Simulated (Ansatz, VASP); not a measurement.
**One calculation of BaHfO3, two programs**

```
CELL_PARAMETERS angstrom
4.16957 0.00000 0.00000
0.00000 4.16957 0.00000
0.00000 0.00000 4.17038
ATOMIC_POSITIONS crystal
Ba 0.47375 0.51747 0.02974
Hf 0.99139 0.01785 0.52906
O 0.00196 0.50886 0.52006
O 0.46715 0.00511 0.49431
O 0.96554 0.01859 0.00188
```

Alike in both runs: task single point; functional PBE; k mesh 4 × 4 × 4; no spin polarisation.

|  | VASP | Ansatz |
| --- | --- | --- |
| version | VASP 6.6.1 | Ansatz 0.2.0 |
| potentials or method | VASP PAW PBE potentials, release 64 (Ba_sv, Hf_pv, O), cutoff 520 eV | plane waves, PAW |
| occupations | gaussian, width 0.01 eV | fixed |
| valence electrons in the cell | 38 | 54 |

```csv
,VASP,Ansatz,Ansatz less VASP
rms of the force components (eV/Å),0.560,0.572,+0.0118
```

Atom by atom the forces differ by 0.029 eV/Å (rms over components). VASP's potentials hold 38 valence electrons a cell and Ansatz's 54, so a difference there can come from the potentials and not from the codes.

Spin-orbit coupling is off throughout.
